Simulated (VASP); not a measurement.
# KP5 (P6/mmm) in VASP: notebook, part 3 of 3

VASP 6.6.1. Earlier steps stand in the parts before.

## 4. Single point, PBE

Contents of INCAR:

```
SYSTEM = KP5
PREC = Accurate ; ENCUT = 520
EDIFF = 1E-6 ; ISMEAR = 0
SIGMA = 0.1 ; LREAL = .FALSE.
LASPH = .TRUE. ; NELM = 100
ALGO = Normal ; ISIF = 2
LWAVE = .FALSE. ; LCHARG = .FALSE.
GGA = PE ; NBANDS = 26
```

Contents of KPOINTS:

```
regular mesh
0
G
  3 3 4
  0 0 0
```

Contents of POSCAR:

```
KP5
1.0
    6.1546860451     -0.0000000031      0.0000000000
   -3.0773430199      5.3301144689      0.0000000000
    0.0000000000      0.0000000000      3.4316092245
K P
1 5
Direct
    0.0000000000      0.0000000000      0.0000000000
    0.5000000000      0.0000000000      0.5000000000
    0.5000000000      0.5000000000      0.5000000000
    0.0000000000      0.5000000000      0.5000000000
    0.3333333333      0.6666666667      0.0000000000
    0.6666666667      0.3333333333      0.0000000000
```

Potentials or basis: VASP PAW PBE potentials, release 64 (K_sv, P).

Launch:

```bash
$ cat potpaw_PBE.64/K_sv/POTCAR potpaw_PBE.64/P/POTCAR > POTCAR
$ mpirun -np 1 vasp_std > vasp.out
```

OUTCAR:

```text
SYSTEM = KP5
   PREC = Accurate
   ENCUT = 520
   EDIFF = 1E-6
   ISMEAR = 0
   LREAL = .FALSE.
   LASPH = .TRUE.
   NELM = 100
   ISIF = 2
   GGA = PE

 ion  position               nearest neighbor table
   1  0.000  0.000  0.000-
   2  0.500  0.000  0.500-   5 2.47   6 2.47   5 2.47   6 2.47
   3  0.500  0.500  0.500-   5 2.47   6 2.47   5 2.47   6 2.47
   4  0.000  0.500  0.500-   5 2.47   6 2.47   5 2.47   6 2.47
   5  0.333  0.667  0.000-   2 2.47   2 2.47   4 2.47   4 2.47   3 2.47   3 2.47
   6  0.667  0.333  0.000-   2 2.47   2 2.47   4 2.47   4 2.47   3 2.47   3 2.47

  LATTYP: Found a hexagonal cell.
 ALAT       =     6.1546860451
 C/A-ratio  =     0.5575604018

  Lattice vectors:

 A1 = (   6.1546860451,  -0.0000000031,   0.0000000000)
 A2 = (  -3.0773430199,   5.3301144689,   0.0000000000)
 A3 = (   0.0000000000,   0.0000000000,   3.4316092245)

Analysis of symmetry for initial positions (statically):
=====================================================================
 Subroutine PRICEL returns:
 Original cell was already a primitive cell.

 Routine SETGRP: Setting up the symmetry group for a
 hexagonal supercell.

 Subroutine GETGRP returns: Found 24 space group operations
 (whereof 24 operations were pure point group operations)
 out of a pool of 24 trial point group operations.

The static configuration has the point symmetry D_6h.

Analysis of symmetry for dynamics (positions and initial velocities):
=====================================================================
 Subroutine PRICEL returns:
 Original cell was already a primitive cell.

 Routine SETGRP: Setting up the symmetry group for a
 hexagonal supercell.

 Subroutine GETGRP returns: Found 24 space group operations
 (whereof 24 operations were pure point group operations)
 out of a pool of 24 trial point group operations.

The dynamic configuration has the point symmetry D_6h.

 Subroutine INISYM returns: Found 24 space group operations
 (whereof 24 operations are pure point group operations),
 and found     1 'primitive' translations

----------------------------------------------------------------------------------------

                                     Primitive cell

  volume of cell :     112.5746

  direct lattice vectors                    reciprocal lattice vectors
     6.154686045 -0.000000003  0.000000000     0.162477825  0.093806616  0.000000000
    -3.077343020  5.330114469  0.000000000     0.000000000  0.187613232  0.000000000
     0.000000000  0.000000000  3.431609224     0.000000000  0.000000000  0.291408472

  length of vectors
     6.154686045  6.154686045  3.431609224     0.187613232  0.187613232  0.291408472

  position of ions in fractional coordinates (direct lattice)
     0.000000000  0.000000000  0.000000000
     0.500000000  0.000000000  0.500000000
     0.500000000  0.500000000  0.500000000
     1.000000000  0.500000000  0.500000000
     0.333333333  0.666666667  0.000000000
     0.666666667  0.333333333  0.000000000

  ion indices of the primitive-cell ions
   primitive index   ion index
                 1           1
                 2           2
                 3           3
                 4           4
                 5           5
                 6           6

[... 30 lines left out ...]
  0.333333  0.333333  0.000000      2.000000
  0.000000  0.000000  0.250000      2.000000
  0.333333  0.000000  0.250000     12.000000
  0.333333  0.333333  0.250000      4.000000
  0.000000  0.000000  0.500000      1.000000
  0.333333  0.000000  0.500000      6.000000
  0.333333  0.333333  0.500000      2.000000
   k-points           NKPTS =      9   k-points in BZ     NKDIM =      9   number of bands    NBANDS=     26
   number of dos      NEDOS =    301   number of ions     NIONS =      6
   total plane-waves  NPLWV =  64512
   dimension x,y,z NGX =    48 NGY =   48 NGZ =   28
   dimension x,y,z NGXF=    96 NGYF=   96 NGZF=   56
   ions per type =               1   5
   NGX,Y,Z   is equivalent  to a cutoff of  12.97, 12.97, 13.56 a.u.
   NGXF,Y,Z  is equivalent  to a cutoff of  25.93, 25.93, 27.13 a.u.
 SYSTEM =  KP5
   PREC   = accura    normal or accurate (medium, high low for compatibility)
   ISTART =      0    job   : 0-new  1-cont  2-samecut
   ICHARG =      2    charge: 1-file 2-atom 10-const
   ISPIN  =      1    spin polarized calculation?
   LNONCOLLINEAR =      F non collinear calculations
   LSORBIT =      F    spin-orbit coupling
   LASPH  =      T    aspherical Exc in radial PAW
   ENCUT  =  520.0 eV  38.22 Ry    6.18 a.u.  11.44 11.44  6.38*2*pi/ulx,y,z
   NELM   =    100;   NELMIN=  2; NELMDL= -5     # of ELM steps
   EDIFF  = 0.1E-05   stopping-criterion for ELM
   LREAL  =      F    real-space projection
   EDIFFG = 0.1E-04   stopping-criterion for IOM
   NSW    =      0    number of steps for IOM
   IBRION =     -1    ionic relax: 0-MD 1-quasi-New 2-CG
   NFREE  =      0    steps in history (QN), initial steepest desc. (CG)
   ISIF   =      2    stress and relaxation
   ISYM   =      2    0-nonsym 1-usesym 2-fastsym
   POTIM  = 0.5000    time-step for ionic-motion
   TEBEG  =    0.0;   TEEND  =   0.0 temperature during run
   PSTRESS=    0.0 pullay stress
   NELECT =      34.0000    total number of electrons
   NUPDOWN=      -1.0000    fix difference up-down
   EMIN   =  10.00;   EMAX   =-10.00  energy-range for DOS
   EFERMI =   0.00;   METHOD = LEGACY
   ISMEAR =     0;   SIGMA  =   0.10  broadening in eV -4-tet -1-fermi 0-gaus
   EFERMI_NEDOS =   21; number of points for ismear=-14 and -15
   IALGO  =     38    algorithm
   IMIX   =      4    mixing-type and parameters
     AMIX     =   0.40;   BMIX     =  1.00
     AMIX_MAG =   1.60;   BMIX_MAG =  1.00
  volume/ion in A,a.u.               =      18.76       126.62
  Fermi-wavevector in a.u.,A,eV,Ry     =   1.098384  2.075646 16.414727  1.206448
  Thomas-Fermi vector in A             =   2.234761
   LORBIT       =      0    0 simple, 1 ext, 2 COOP (PROOUT), +10 PAW based schemes
   GGA     = PE    functional components
   LHFCALC =     F    Hartree Fock is set to
   AEXX    =    0.0000 exact exchange contribution
   IVDW    =     0    specifies the selected vdW correction
   LEPSILON=     F    determine dielectric tensor
   LRPA    =     F    only Hartree local field effects (RPA)
 non-spin polarized calculation
 Gauss-broadening in eV      SIGMA  =   0.10
  energy-cutoff  :      520.00
  volume of cell :      112.57
 maximum number of plane-waves:      3060
 NGX is ok and might be reduce to    48
   NGX = 23   NGY = 23   NGZ = 13

 number of electron      33.9999995 magnetization

 Free energy of the ion-electron system (eV)
  ---------------------------------------------------
  ext. energy  EPLUGINS =         0.00000000
  ---------------------------------------------------
  free energy    TOTEN  =       -26.96000878 eV

  energy without entropy =      -26.94406055  energy(sigma->0) =      -26.95203467

 E-fermi :   6.0471     XC(G=0): -10.0125

 val. band max:        6.0324786058   @ k =   0.0000   0.0000   0.0000
 cond. band min:       6.3612324980   @ k =   0.3333   0.0000   0.2500
 fundamental gap:      0.3287538922
 Fermi energy:         6.0470925283

 k-point     1 :       0.0000    0.0000    0.0000
  band No.  band energies     occupation
      1     -24.4970      2.00000
      2      -8.9643      2.00000
      3      -8.0356      2.00000
      4      -8.0356      2.00000
      5      -7.7688      2.00000
      6      -5.9576      2.00000
[... 250 lines left out ...]
     25      13.3946      0.00000
     26      13.4218      0.00000

------------------------ aborting loop because EDIFF is reached ----------------------------------------

  FORCE on cell =-STRESS in cart. coord.  units (eV):
  Direction    XX          YY          ZZ          XY          YZ          ZX
  --------------------------------------------------------------------------------------
  -------------------------------------------------------------------------------------
  Total        0.0068832      0.0068832     -0.2892916     -0.0000000     -0.0000000      0.0000000
  in kB        0.0979626      0.0979626     -4.1172394     -0.0000000     -0.0000000      0.0000000
  external PRESSURE =      -1.3071047 kB  Pullay stress =       0.0000000 kB

 VOLUME and BASIS-vectors are now :
 -----------------------------------------------------------------------------
  energy-cutoff  :      520.00
  volume of cell :      112.57
      direct lattice vectors                 reciprocal lattice vectors
     6.154686045 -0.000000003  0.000000000     0.162477825  0.093806616  0.000000000
    -3.077343020  5.330114469  0.000000000     0.000000000  0.187613232  0.000000000
     0.000000000  0.000000000  3.431609224     0.000000000  0.000000000  0.291408472

 POSITION                                       TOTAL-FORCE (eV/Angst)
 -----------------------------------------------------------------------------------
      0.00000      0.00000      0.00000        -0.000000     -0.000000      0.000000
      3.07734     -0.00000      1.71580        -0.000000     -0.000000      0.000000
      1.53867      2.66506      1.71580        -0.000000     -0.000000      0.000000
     -1.53867      2.66506      1.71580        -0.000000     -0.000000      0.000000
      0.00000      3.55341      0.00000        -0.000000      0.000000      0.000000
      3.07734      1.77670      0.00000         0.000000     -0.000000      0.000000
 -----------------------------------------------------------------------------------
    total drift:                               -0.000000      0.000000     -0.000000

  FREE ENERGIE OF THE ION-ELECTRON SYSTEM (eV)
  ---------------------------------------------------
  free  energy   TOTEN  =       -26.9600087793 eV

  energy  without entropy=      -26.9440605542  energy(sigma->0) =      -26.95203467
```

OSZICAR:

```text
N       E                     dE             d eps       ncg     rms          rms(c)
DAV:   1     0.150026690845E+03    0.15003E+03   -0.15007E+04   468   0.118E+03
DAV:   2    -0.162494936785E+02   -0.16628E+03   -0.15715E+03   568   0.237E+02
DAV:   3    -0.266380745451E+02   -0.10389E+02   -0.10212E+02   624   0.512E+01
DAV:   4    -0.270605903986E+02   -0.42252E+00   -0.42177E+00   806   0.924E+00
DAV:   5    -0.270628578159E+02   -0.22674E-02   -0.22664E-02   630   0.655E-01    0.983E+00
DAV:   6    -0.269903734565E+02    0.72484E-01   -0.67968E-02   606   0.147E+00    0.593E+00
DAV:   7    -0.269591442551E+02    0.31229E-01   -0.91497E-02   608   0.187E+00    0.515E-01
DAV:   8    -0.269598655134E+02   -0.72126E-03   -0.19624E-02   680   0.662E-01    0.224E-01
DAV:   9    -0.269599851602E+02   -0.11965E-03   -0.10186E-03   630   0.191E-01    0.609E-02
DAV:  10    -0.269599986045E+02   -0.13444E-04   -0.93809E-05   664   0.495E-02    0.337E-02
DAV:  11    -0.269600088900E+02   -0.10285E-04   -0.31893E-05   672   0.342E-02    0.113E-02
DAV:  12    -0.269600087793E+02    0.11069E-06   -0.38714E-06   616   0.102E-02
   1 F= -.26960009E+02 E0= -.26952035E+02  d E =-.159482E-01
```

It took 19 s on 1 thread of AMD EPYC 9R45 (Zen 5), shared host; peak memory 0.2 GiB.

Results:

| Quantity | Value |
| --- | --- |
| Free energy | -26.9600 eV |
| Pressure | -0.1 GPa |
| Band gap on the k mesh | zero (bands 17 and 18 overlap by 1.94 eV) |

Caveat: the k points lie up to 0.46 Å⁻¹ apart, too coarse for converged energies and pressures of a metal.

## 5. Relaxation of cell and atoms, PBE

This run uses another cell than the first one, of 23.75 Å³/atom.

Contents of INCAR:

```
SYSTEM = KP5
  PREC = Accurate
  ENCUT = 600
  EDIFF = 1E-7
  ISMEAR = 0
  SIGMA = 0.1
  LREAL = .FALSE.
  LASPH = .TRUE.
  NELM = 100
  ALGO = Normal
  ISIF = 3
  LWAVE = .FALSE.
  LCHARG = .FALSE.
  GGA = PE
  IBRION = 2
  NSW = 90
  EDIFFG = -0.04
```

KPOINTS is that of step 4.

Contents of POSCAR:

```
KP5
1.0
    5.8234116100      0.0000000000      0.0000000000
   -2.9117058000      5.0432223900      0.0000000000
    0.0000000000      0.0000000000      4.8520919100
K P
1 5
Direct
    0.0000000000      0.0000000000      0.0000000000
    0.5000000000      0.0000000000      0.5000000000
    0.5000000000      0.5000000000      0.5000000000
    0.0000000000      0.5000000000      0.5000000000
    0.3333333300      0.6666666700      0.0000000000
    0.6666666700      0.3333333300      0.0000000000
```

Launch:

```bash
$ cat potpaw_PBE.64/K_sv/POTCAR potpaw_PBE.64/P/POTCAR > POTCAR
$ mpirun -np 1 vasp_std > vasp.out
```

Run time: 6.5 min. Hardware: 1 thread of AMD EPYC 9R45 (Zen 5), shared host; peak memory 0.28 GiB.

It converged, with:

* Free energy: -26.9301 eV
* Relaxed volume: 18.93 Å³/atom
* Relaxed cell: a = 6.383 Å, b = 6.383 Å, c = 3.219 Å, α = 90.00°, β = 90.00°, γ = 120.00°
* Space group after relaxing (to 0.1 Å): P6/mmm (No. 191)
* Energy gained by relaxing: 546.1 meV/atom
* Ionic steps: 23
* Pressure after relaxing: 0.1 GPa
* Band gap on the k mesh: zero (bands 17 and 18 overlap by 1.35 eV)

Stress tensor (GPa, compression positive):
```
0.05 0.00 0.00
0.00 0.05 0.00
0.00 0.00 0.24
```

The path:
```tsv
step	energy change (eV)	largest force (eV/Å)	pressure (GPa)	volume (Å³)
1	0.0000	0.0000	-9.01	142.50
2	-1.1446	0.0000	-3.38	116.65
3	-1.2743	0.0000	1.00	107.34
4	-1.2750	0.0000	0.38	108.29
5	-1.3088	0.0000	0.93	108.44
6	-1.3330	0.0000	1.12	108.49
7	-1.4880	0.0000	1.57	108.54
8	-1.7965	0.0000	2.73	108.51
9	-2.6427	0.0000	1.75	107.88
10	-3.0764	0.0000	7.26	104.14
11	-3.0979	0.0000	6.69	104.78
12	-3.1348	0.0000	4.68	106.64
13	-3.1352	0.0000	4.83	106.41
14	-3.1353	0.0000	4.75	106.53
15	-3.1545	0.0000	4.37	106.97
16	-3.1998	0.0000	3.66	108.30
17	-3.2603	0.0000	1.70	110.96
18	-3.2615	0.0000	1.23	111.57
19	-3.2616	0.0000	1.30	111.46
20	-3.2676	0.0000	1.04	111.91
21	-3.2764	0.0000	0.32	113.25
22	-3.2765	0.0000	0.22	113.44
23	-3.2768	0.0000	0.11	113.59
```

Final structure:
```
CELL_PARAMETERS angstrom
6.38309 0.00000 0.00000
-3.19155 5.52792 0.00000
0.00000 0.00000 3.21926
ATOMIC_POSITIONS crystal
K 0.00000 0.00000 0.00000
P 0.50000 0.00000 0.50000
P 0.50000 0.50000 0.50000
P 0.00000 0.50000 0.50000
P 0.33333 0.66667 0.00000
P 0.66667 0.33333 0.00000
```

Levels at points of the mesh, in eV from the Fermi level:
```
           k point  band 15  band 16  band 17  band 18  band 19  band 20
(0.00, 0.00, 0.00)    -0.74     0.40     0.46     0.46     1.27     1.27
(0.00, 0.00, 0.50)    -2.21    -2.21     0.47     0.70     0.70     1.42
```

Caveat: the k points lie up to 0.49 Å⁻¹ apart in the final cell, too coarse for converged energies and pressures of a metal; the volume moved by over 15 % at a fixed basis, so the end points are rough.

## 6. Summary

```csv
task,cell,k mesh,cutoff (eV),smearing,gap on the mesh (eV),pressure (GPa),relaxed volume (Å³/atom)
relaxation of cell and atoms,"relaxed from a = 6.155, b = 6.155, c = 3.432 Å, angles 90.0, 90.0, 120.0°, 6 atoms, atomic positions A",3 × 3 × 6,600,gaussian 0.1 eV,none,-0.1,19.04
single point,"a = 6.365, b = 6.365, c = 6.483 Å, angles 90.0, 90.0, 120.0°, 12 atoms, atomic positions B",6 × 6 × 4,520,gaussian 0.2 eV,none,0.0,-
single point,"a = 6.155, b = 6.155, c = 3.432 Å, angles 90.0, 90.0, 120.0°, 6 atoms, atomic positions A",3 × 3 × 4,520,gaussian 0.1 eV,none,-0.1,-
relaxation of cell and atoms,"relaxed from a = 5.823, b = 5.823, c = 4.852 Å, angles 90.0, 90.0, 120.0°, 6 atoms, atomic positions A",3 × 3 × 4,600,gaussian 0.1 eV,none,0.1,18.93
```

Alike in all rows: level PBE; potentials or basis VASP PAW PBE potentials, release 64 (K_sv, P); no spin polarisation.

Caveats: some runs use coarse meshes; the volume moved by over 15 % at a fixed basis, so the end points are rough (at least some runs).

Absolute energies hang on the potentials; compare differences alone.
